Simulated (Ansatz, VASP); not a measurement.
**Two plane-wave programs on SiC**

```
Si C
1.0
     0.00000    2.16031    2.16031
     2.16031    0.00000    2.16031
     2.16031    2.16031    0.00000
Si C
1 1
Cartesian
  0.0000 0.0000 0.0000
  3.2405 3.2405 3.2405
```

Change from the starting cell: mode 6 frozen in at +0.000 Å, equal normal strain along x, y and z -0.0083.

Alike in both runs: task single point; functional PBEsol; k mesh 10 × 10 × 10; occupations gaussian, width 0.05 eV; no spin polarisation.

|  | VASP | Ansatz |
| --- | --- | --- |
| version | VASP 6.6.1 | Ansatz 0.2.0 |
| potentials or method | VASP PAW PBE potentials, release 64 (Si, C), cutoff 520 eV | scalar-relativistic, plane waves, PAW |
| valence electrons in the cell | 8 | 8 |

```tsv
	VASP	Ansatz	Ansatz less VASP
gap on the k mesh at the Fermi level (eV)	1.21	1.22	+0.010
least direct gap on the mesh (eV)	4.47	4.48	+0.010
pressure (GPa)	6.2	5.8	-0.37
```

VASP's potentials were made for PBE, not for PBEsol.
